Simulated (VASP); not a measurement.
Input of a VASP 6.6.1 run:

File INCAR:

```
SYSTEM = MgCd3O4
ALGO = Normal
EDIFF = 1E-6
ENCUT = 840
GGA = PE
GGA_COMPAT = .FALSE.
ISIF = 2
ISMEAR = 0
LASPH = .TRUE.
LCHARG = .TRUE.
LELF = .TRUE.
LREAL = .FALSE.
LVHAR = .TRUE.
LWAVE = .FALSE.
NBANDS = 57
NELM = 120
PREC = Accurate
SIGMA = 0.2
```

File KPOINTS:

```
k-points
0
G
  6 6 4
  0 0 0
```

File POSCAR:

```
MgCd3O4
1.0
    3.3076838000      0.0000000000      0.0000000000
    0.0000000000      3.3076838000      0.0000000000
    0.0000000000      0.0000000000      9.3304794000
Mg Cd O
1 3 4
Direct
    0.0000000000      0.0000000000      0.0000000000
    0.5000000000      0.5000000000      0.2433000000
    0.0000000000      0.0000000000      0.5000000000
    0.5000000000      0.5000000000      0.7567000000
    0.0000000000      0.0000000000      0.2322470000
    0.5000000000      0.5000000000      0.5000000000
    0.0000000000      0.0000000000      0.7677530000
    0.5000000000      0.5000000000      0.0000000000
```

Potentials or basis: VASP PAW PBE potentials, release 64 (Mg_sv, Cd_sv_GW, O).

The run is started by

```bash
$ cat potpaw_PBE.64/Mg_sv/POTCAR potpaw_PBE.64/Cd_sv_GW/POTCAR potpaw_PBE.64/O/POTCAR > POTCAR
$ mpirun -np 1 vasp_std > vasp.out
```

Q: Estimate the pressure.

A: -0.2 GPa.

Q: Estimate the band gap on the k mesh.

A: Zero (bands 47 and 48 overlap by 0.19 eV).

Q: Estimate the largest force.

A: 0.009 eV/Å.

Stress tensor (GPa, compression positive):
```
-0.22  0.00  0.00
 0.00 -0.22  0.00
 0.00  0.00 -0.13
```

Caveat: semilocal functionals underestimate gaps, and a narrow one can read as zero.
